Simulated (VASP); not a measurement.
Runs of VASP 6.6.1 on C. The structure is that of space group Fd-3m (No. 227), or close to it. The cells are those of the table. 

```csv
level,potentials or basis,cell,cutoff (eV),gap on the mesh (eV),pressure (GPa)
PBEsol,"VASP PAW PBE potentials, release 64 (C_h)","a = 2.518 Å, angles 60.0°, 2 atoms",1000,4.02,(a)
r2SCAN,"VASP PAW PBE potentials, release 64 (C_h)","a = 2.492 Å, angles 60.0°, 2 atoms",1060,4.44,13.7
LDA,"VASP PAW LDA potentials, release 64 (C_h)","a = 2.518 Å, angles 60.0°, 2 atoms",1000,4.11,(c)
r2SCAN,"VASP PAW PBE potentials, release 64 (C_h)","a = 2.543 Å, angles 60.0°, 2 atoms",1060,(b),-13.3
```

Alike in all rows: task electric field gradients; no spin polarisation; k mesh 14 × 14 × 14; smearing fermi-dirac 0.03 eV.

Fill in the values left out.

(a) -2.3; (b) 4.29; (c) -10.0.

Caveats: the PAW data sets were made with another functional, which shifts forces and pressure a little (at least some runs); the cell stands under tension (at least some runs); the cell stands under pressure (at least some runs).

A k mesh can miss the band edges.
